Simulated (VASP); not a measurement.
MoSe2: relaxation of cell and atoms with PBE+D3(BJ)

MoSe2:

```
Mo Se
1.0
     3.27776    0.00000    0.00000
    -1.63888    2.83862    0.00000
     0.00000    0.00000   12.71817
Mo Se
2 4
Direct
  0.33333 0.66667 0.25000
  0.66667 0.33333 0.75000
  0.33333 0.66667 0.61838
  0.66667 0.33333 0.11838
  0.33333 0.66667 0.88162
  0.66667 0.33333 0.38162
```

| Item | Value |
| --- | --- |
| Program | VASP 6.6.1 |
| Task | relaxation of cell and atoms |
| Functional | PBE |
| Dispersion | D3(BJ) |
| Potentials or basis | VASP PAW PBE potentials, release 64 (Mo_sv, Se) |
| Cutoff | 600 eV |
| k mesh | 9 × 9 × 2 |
| Occupations | gaussian, width 0.02 eV |
| Spin | no spin polarisation |
| Dipole correction | no |
| Further INCAR settings | ALGO = Normal; EDIFF = 1e-07; IBRION = 2; EDIFFG = -0.005; NSW = 100; ISIF = 3 |

```
Relaxed volume                        : 19.75 Å³/atom
Relaxed cell                          : a = 3.279 Å, b = 3.279 Å, c = 12.726 Å, α = 90.00°, β = 90.00°, γ = 120.00°
Space group after relaxing (to 0.1 Å) : P6_3/mmc (No. 194)
Energy gained by relaxing             : 0.0 meV/atom
Ionic steps                           : 3
Pressure after relaxing               : 0.0 GPa
Band gap on the k mesh                : 0.84 eV (least direct gap 1.46 eV)
Dispersion energy per atom            : -0.479 eV
```

Step by step:
```tsv
step	energy change (eV)	largest force (eV/Å)	pressure (GPa)	volume (Å³)
1	0.0000	0.0309	0.21	118.33
2	0.0004	0.0606	-0.41	118.77
3	-0.0001	0.0005	0.00	118.48
```

Final structure:
```cif
data_structure
_symmetry_space_group_name_H-M 'P 1'
_symmetry_Int_Tables_number 1
_cell_length_a 3.2787
_cell_length_b 3.2787
_cell_length_c 12.7261
_cell_angle_alpha 90.000
_cell_angle_beta 90.000
_cell_angle_gamma 120.000
_cell_volume 118.48
loop_
_atom_site_label
_atom_site_type_symbol
_atom_site_fract_x
_atom_site_fract_y
_atom_site_fract_z
_atom_site_occupancy
Mo1 Mo 0.33333 0.66667 0.25000 1
Mo2 Mo 0.66667 0.33333 0.75000 1
Se1 Se 0.33333 0.66667 0.61835 1
Se2 Se 0.66667 0.33333 0.11835 1
Se3 Se 0.33333 0.66667 0.88165 1
Se4 Se 0.66667 0.33333 0.38165 1
```

Levels at points of the mesh, in eV from the valence-band top:
| k point | band 24 | band 25 | band 26 | band 27 | band 28 | band 29 |
| --- | --- | --- | --- | --- | --- | --- |
| (0.00, 0.00, 0.00) | -1.19 | -0.68 | 0.00 | 2.46 | 2.46 | 2.54 |
| (0.00, 0.00, 0.50) | -1.51 | -0.16 | -0.16 | 2.47 | 2.47 | 2.47 |

Wall time 5.6 min on 1 thread of Intel(R) Xeon(R) 6975P-C (Granite Rapids), on a shared host, peak memory 0.35 GiB.

Caveat: an odd mesh through Γ misses points on the zone boundary, where band edges can lie.
